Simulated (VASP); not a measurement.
WC (Qusongite), 2 atoms in the cell. Symmetry: P-6m2, No. 187, hexagonal system. The conventional cell has a = 2.862 Å, b = 2.862 Å, c = 2.793 Å, α = 90.00°, β = 90.00°, γ = 120.00°. W (site symmetry -6m2) has 6 C at 2.16 Å and 8 W at 2.79 to 2.86 Å within 2.9 Å. Within 2.9 Å of C (site symmetry -6m2) lie 6 W at 2.16 Å and 8 C at 2.79 to 2.86 Å. 

| Item | Value |
| --- | --- |
| Program | VASP 6.6.1 |
| Task | single point |
| Functional | LDA |
| Potentials or basis | VASP PAW LDA potentials, release 64 (W_sv, C_h) |
| Cutoff | 910 eV |
| k mesh | 11 × 11 × 10 |
| Occupations | fermi-dirac, width 0.2 eV |
| Spin | no spin polarisation |
| Dipole correction | no |
| Second run | hard_potentials |
| Further INCAR settings | ALGO = Normal; EDIFF = 1e-06; NBANDS = 16 |

Potentials or basis: VASP PAW LDA potentials, release 64 (W_sv, C_h).

Run with:

```console
$ cat potpaw_LDA.64/W_sv/POTCAR potpaw_LDA.64/C_h/POTCAR > POTCAR
$ mpirun -np 1 vasp_std > vasp.out
```

Hardware: 1 thread of Intel(R) Xeon(R) Platinum 8488C (Sapphire Rapids), with other jobs on the host.

Q: Estimate the wall time of this run.

A: Wall time 28 s on 1 thread of Intel(R) Xeon(R) Platinum 8488C (Sapphire Rapids), on a shared host, peak memory 0.2 GiB. Counts: scf iterations 12, k points 96.
